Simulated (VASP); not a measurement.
# Pt (P6_3/mmc) in VASP: a series of runs

Pt is run at these levels: r2SCAN; tasks: single point.

All numbers are computed with VASP 6.6.1; they aren't measurements. Logs are shortened: lines on timing, memory, paths and dates and some standing lists are left out, and cuts for length are marked.

### Step 1. The cell of the first run

It takes space group P6_3/mmc (No. 194, hexagonal). The conventional cell has a = 2.765 Å, b = 2.765 Å, c = 9.281 Å, α = 90.00°, β = 90.00°, γ = 120.00°. Within 3.6 Å of Pt (site symmetry -3m) lie 12 Pt at 2.76 to 2.82 Å. Within 3.6 Å of Pt (site symmetry -6m2) lie 12 Pt at 2.76 to 2.82 Å.

This isn't the form of Pt at room conditions, which is fcc.

### Step 2. Single point, r2SCAN

POSCAR

```
Pt
1.0
    2.7647758836      0.0000000000      0.0000000000
   -1.3823879418      2.3943661509      0.0000000000
    0.0000000000      0.0000000000      9.2808360001
Pt
4
Direct
    1.0000000000      1.0000000000      0.0000000000
    1.0000000000      1.0000000000      0.5000000000
    0.3333333333      0.6666666667      0.2500000000
    0.6666666667      0.3333333333      0.7500000000
```

INCAR.step1

```
ALGO = Normal
EDIFF = 1E-5
ENCUT = 550
GGA = PE
GGA_COMPAT = F
ISMEAR = -1
LASPH = T
LCHARG = F
LREAL = F
LWAVE = T
NBANDS = 28
NELM = 120
PREC = Accurate
SIGMA = 0.1
```

INCAR.step2

```
ALGO = Normal
EDIFF = 1E-6
ENCUT = 550
GGA_COMPAT = F
ISIF = 2
ISMEAR = -1
ISTART = 1
LASPH = T
LCHARG = F
LMIXTAU = T
LREAL = F
LWAVE = F
METAGGA = R2SCAN
NBANDS = 28
NELM = 120
PREC = Accurate
SIGMA = 0.1
```

KPOINTS

```
k-points
0
Gamma
  13 13 4
```

Potentials or basis: VASP PAW PBE potentials, release 64 (Pt).

Command:

```bash
$ cat potpaw_PBE.64/Pt/POTCAR > POTCAR
$ cp INCAR.step1 INCAR
$ mpirun -np 1 vasp_std > vasp.out
$ cp INCAR.step2 INCAR
$ mpirun -np 1 vasp_std > vasp.out
```

OUTCAR:

```text
EDIFF = 1E-6
   ENCUT = 550
   ISIF = 2
   ISMEAR = -1
   ISTART = 1
   LASPH = T
   LREAL = F
   METAGGA = R2SCAN
   NELM = 120
   PREC = Accurate

 ion  position               nearest neighbor table
   1  0.000  0.000  0.000-   3 2.82   4 2.82   3 2.82   4 2.82   4 2.82   3 2.82
   2  0.000  0.000  0.500-   3 2.82   4 2.82   3 2.82   4 2.82   4 2.82   3 2.82
   3  0.333  0.667  0.250-   1 2.82   2 2.82   1 2.82   2 2.82   1 2.82   2 2.82
   4  0.667  0.333  0.750-   1 2.82   2 2.82   1 2.82   2 2.82   1 2.82   2 2.82

  LATTYP: Found a hexagonal cell.
 ALAT       =     2.7647758836
 C/A-ratio  =     3.3568131345

  Lattice vectors:

 A1 = (   2.7647758836,   0.0000000000,   0.0000000000)
 A2 = (  -1.3823879418,   2.3943661509,   0.0000000000)
 A3 = (   0.0000000000,   0.0000000000,   9.2808360001)

Analysis of symmetry for initial positions (statically):
=====================================================================
 Subroutine PRICEL returns:
 Original cell was already a primitive cell.

 Routine SETGRP: Setting up the symmetry group for a
 hexagonal supercell.

 Subroutine GETGRP returns: Found 24 space group operations
 (whereof 12 operations were pure point group operations)
 out of a pool of 24 trial point group operations.

The static configuration has the point symmetry D_3d.
 The point group associated with its full space group is D_6h.

Analysis of symmetry for dynamics (positions and initial velocities):
=====================================================================
 Subroutine PRICEL returns:
 Original cell was already a primitive cell.

 Routine SETGRP: Setting up the symmetry group for a
 hexagonal supercell.

 Subroutine GETGRP returns: Found 24 space group operations
 (whereof 12 operations were pure point group operations)
 out of a pool of 24 trial point group operations.

The dynamic configuration has the point symmetry D_3d.
 The point group associated with its full space group is D_6h.

 Subroutine INISYM returns: Found 24 space group operations
 (whereof 12 operations are pure point group operations),
 and found     1 'primitive' translations

----------------------------------------------------------------------------------------

                                     Primitive cell

  volume of cell :      61.4381

  direct lattice vectors                    reciprocal lattice vectors
     2.764775884  0.000000000  0.000000000     0.361692970  0.208823533  0.000000000
    -1.382387942  2.394366151  0.000000000     0.000000000  0.417647067  0.000000000
     0.000000000  0.000000000  9.280836000     0.000000000  0.000000000  0.107748914

  length of vectors
     2.764775884  2.764775884  9.280836000     0.417647067  0.417647067  0.107748914

  position of ions in fractional coordinates (direct lattice)
     0.000000000  0.000000000  0.000000000
     0.000000000  0.000000000  0.500000000
     0.333333333  0.666666667  0.250000000
     0.666666667  0.333333333  0.750000000

  ion indices of the primitive-cell ions
   primitive index   ion index
                 1           1
                 2           2
                 3           3
                 4           4

----------------------------------------------------------------------------------------

 KPOINTS: k-points

Automatic generation of k-mesh.
 Grid dimensions read from file:
 generate k-points for:   13   13    4

 Generating k-lattice:

  Cartesian coordinates                     Fractional coordinates (reciprocal lattice)
     0.027822536  0.016063349  0.000000000     0.076923077 -0.000000000  0.000000000
     0.000000000  0.032126697  0.000000000     0.000000000  0.076923077  0.000000000
     0.000000000  0.000000000  0.026937228     0.000000000  0.000000000  0.250000000

  Length of vectors
     0.032126697  0.032126697  0.026937228

  Shift w.r.t. Gamma in fractional coordinates (k-lattice)
     0.000000000  0.000000000  0.000000000

 Subroutine IBZKPT returns following result:
 ===========================================

 Found     63 irreducible k-points:

 Following reciprocal coordinates:
            Coordinates               Weight
  0.000000  0.000000  0.000000      1.000000
  0.076923 -0.000000  0.000000      6.000000
  0.153846  0.000000  0.000000      6.000000
  0.230769 -0.000000  0.000000      6.000000
  0.307692  0.000000  0.000000      6.000000
  0.384615 -0.000000  0.000000      6.000000
[... 16 lines left out ...]
  0.076923 -0.000000  0.250000     12.000000
  0.153846  0.000000  0.250000     12.000000
 [... further k-points ...]
   k-points           NKPTS =     63   k-points in BZ     NKDIM =     63   number of bands    NBANDS=     28
   number of dos      NEDOS =    301   number of ions     NIONS =      4
   total plane-waves  NPLWV =  41472
   dimension x,y,z NGX =    24 NGY =   24 NGZ =   72
   dimension x,y,z NGXF=    48 NGYF=   48 NGZF=  144
   ions per type =               4
   NGX,Y,Z   is equivalent  to a cutoff of  14.43, 14.43, 12.90 a.u.
   NGXF,Y,Z  is equivalent  to a cutoff of  28.86, 28.86, 25.79 a.u.
 SYSTEM =  unknown system
   PREC   = accura    normal or accurate (medium, high low for compatibility)
   ISTART =      1    job   : 0-new  1-cont  2-samecut
   ICHARG =      0    charge: 1-file 2-atom 10-const
   ISPIN  =      1    spin polarized calculation?
   LNONCOLLINEAR =      F non collinear calculations
   LSORBIT =      F    spin-orbit coupling
   LASPH  =      T    aspherical Exc in radial PAW
   ENCUT  =  550.0 eV  40.42 Ry    6.36 a.u.   5.29  5.29 17.75*2*pi/ulx,y,z
   NELM   =    120;   NELMIN=  2; NELMDL=  0     # of ELM steps
   EDIFF  = 0.1E-05   stopping-criterion for ELM
   LREAL  =      F    real-space projection
   EDIFFG = 0.1E-04   stopping-criterion for IOM
   NSW    =      0    number of steps for IOM
   IBRION =     -1    ionic relax: 0-MD 1-quasi-New 2-CG
   NFREE  =      0    steps in history (QN), initial steepest desc. (CG)
   ISIF   =      2    stress and relaxation
   ISYM   =      2    0-nonsym 1-usesym 2-fastsym
   POTIM  = 0.5000    time-step for ionic-motion
   TEBEG  =    0.0;   TEEND  =   0.0 temperature during run
   PSTRESS=    0.0 pullay stress
   NELECT =      40.0000    total number of electrons
   NUPDOWN=      -1.0000    fix difference up-down
   EMIN   =  10.00;   EMAX   =-10.00  energy-range for DOS
   EFERMI =   0.00;   METHOD = LEGACY
   ISMEAR =    -1;   SIGMA  =   0.10  broadening in eV -4-tet -1-fermi 0-gaus
   EFERMI_NEDOS =   21; number of points for ismear=-14 and -15
   IALGO  =     38    algorithm
   IMIX   =      4    mixing-type and parameters
     AMIX     =   0.40;   BMIX     =  1.00
     AMIX_MAG =   1.60;   BMIX_MAG =  1.00
  volume/ion in A,a.u.               =      15.36       103.65
  Fermi-wavevector in a.u.,A,eV,Ry     =   1.418891  2.681315 27.391943  2.013251
  Thomas-Fermi vector in A             =   2.539969
   LORBIT       =      0    0 simple, 1 ext, 2 COOP (PROOUT), +10 PAW based schemes
   METAGGA = R2SCAN    functional components
   LHFCALC =     F    Hartree Fock is set to
   AEXX    =    0.0000 exact exchange contribution
   IVDW    =     0    specifies the selected vdW correction
   LEPSILON=     F    determine dielectric tensor
   LRPA    =     F    only Hartree local field effects (RPA)
 non-spin polarized calculation
  energy-cutoff  :      550.00
  volume of cell :       61.44
 maximum number of plane-waves:      1818
 NGX is ok and might be reduce to    24
   NGX = 11   NGY = 11   NGZ = 35

 number of electron      39.9999999 magnetization

 Free energy of the ion-electron system (eV)
  ---------------------------------------------------
  ext. energy  EPLUGINS =         0.00000000
  ---------------------------------------------------
  free energy    TOTEN  =      -205.96842787 eV

  energy without entropy =     -205.74635018  energy(sigma->0) =     -205.85738903

 E-fermi :  10.6729     XC(G=0): -14.5039

 val. band max:       10.6668527064   @ k =   0.2308  -0.0000   0.0000
 cond. band min:      10.6760649485   @ k =   0.3077   0.0769   0.0000
 fundamental gap:      0.0092122421
 Fermi energy:        10.6729284678

 k-point     1 :       0.0000    0.0000    0.0000
  band No.  band energies     occupation
      1       0.3832      2.00000
      2       2.3492      2.00000
      3       2.3495      2.00000
      4       3.2006      2.00000
      5       6.4691      2.00000
      6       6.5198      2.00000
[... 20 lines left out ...]
     27      24.2678      0.00000
     28      26.1243      0.00000

 k-point     2 :       0.0769   -0.0000    0.0000
  band No.  band energies     occupation
      1       0.6053      2.00000
      2       2.5630      2.00000
      3       2.5632      2.00000
      4       3.4002      2.00000
      5       6.2462      2.00000
      6       6.3941      2.00000
[... 20 lines left out ...]
     27      24.3577      0.00000
     28      26.4645      0.00000

 k-point     3 :       0.1538    0.0000    0.0000
  band No.  band energies     occupation
      1       1.2385      2.00000
      2       3.1312      2.00000
      3       3.1313      2.00000
      4       3.9252      2.00000
      5       5.8279      2.00000
      6       6.0925      2.00000
[... 20 lines left out ...]
     27      24.5471      0.00000
     28      26.9406      0.00000

 k-point     4 :       0.2308   -0.0000    0.0000
  band No.  band energies     occupation
      1       2.1601      2.00000
      2       3.7374      2.00000
      3       3.7379      2.00000
      4       4.4461      2.00000
      5       5.4938      2.00000
      6       5.7133      2.00000
[... 578 lines left out ...]
     27      25.5364      0.00000
     28      26.3153      0.00000

 k-point    23 :       0.0769   -0.0000    0.2500
  band No.  band energies     occupation
      1       0.7557      2.00000
      2       1.8413      2.00000
      3       3.1089      2.00000
      4       3.3978      2.00000
      5       6.2765      2.00000
      6       6.5433      2.00000
[... 20 lines left out ...]
     27      25.7966      0.00000
     28      26.6461      0.00000

 k-point    24 :       0.1538    0.0000    0.2500
  band No.  band energies     occupation
      1       1.3803      2.00000
      2       2.4169      2.00000
      3       3.6874      2.00000
      4       3.9336      2.00000
      5       5.9980      2.00000
      6       6.0851      2.00000
[... 20 lines left out ...]
     27      26.1490      0.00000
     28      27.1567      0.00000

 [... further k-points ...]

------------------------ aborting loop because EDIFF is reached ----------------------------------------

  FORCE on cell =-STRESS in cart. coord.  units (eV):
  Direction    XX          YY          ZZ          XY          YZ          ZX
  --------------------------------------------------------------------------------------
  -------------------------------------------------------------------------------------
  Total        0.2884817      0.2884817      0.2196746      0.0000000      0.0000000      0.0000000
  in kB        7.5230044      7.5230044      5.7286562      0.0000000      0.0000000      0.0000000
  external PRESSURE =       6.9248883 kB  Pullay stress =       0.0000000 kB

 VOLUME and BASIS-vectors are now :
 -----------------------------------------------------------------------------
  energy-cutoff  :      550.00
  volume of cell :       61.44
      direct lattice vectors                 reciprocal lattice vectors
     2.764775884  0.000000000  0.000000000     0.361692970  0.208823533  0.000000000
    -1.382387942  2.394366151  0.000000000     0.000000000  0.417647067  0.000000000
     0.000000000  0.000000000  9.280836000     0.000000000  0.000000000  0.107748914

 POSITION                                       TOTAL-FORCE (eV/Angst)
 -----------------------------------------------------------------------------------
      0.00000      0.00000      0.00000         0.000000      0.000000      0.000000
      0.00000      0.00000      4.64042         0.000000      0.000000      0.000000
     -0.00000      1.59624      2.32021        -0.000000      0.000000      0.000000
      1.38239      0.79812      6.96063         0.000000      0.000000     -0.000000
 -----------------------------------------------------------------------------------
    total drift:                               -0.000000      0.000000      0.000000

  FREE ENERGIE OF THE ION-ELECTRON SYSTEM (eV)
  ---------------------------------------------------
  free  energy   TOTEN  =      -205.9684278665 eV

  energy  without entropy=     -205.7463501846  energy(sigma->0) =     -205.85738903
```

Wall time 10 min (1 thread of Intel Xeon 8259CL, shared host); peak memory 0.26 GiB.

Results:

```yaml
Free_energy: -205.9684 eV
Pressure: 0.7 GPa
Band_gap_on_the_k_mesh: zero (bands 20 and 21 overlap by 1.37 eV)
```

Caveat: the PAW data sets were made with another functional, which shifts forces and pressure a little; spin-orbit coupling is left out, which moves the levels of the heavy elements.

(Continued in part 2 of 2.)
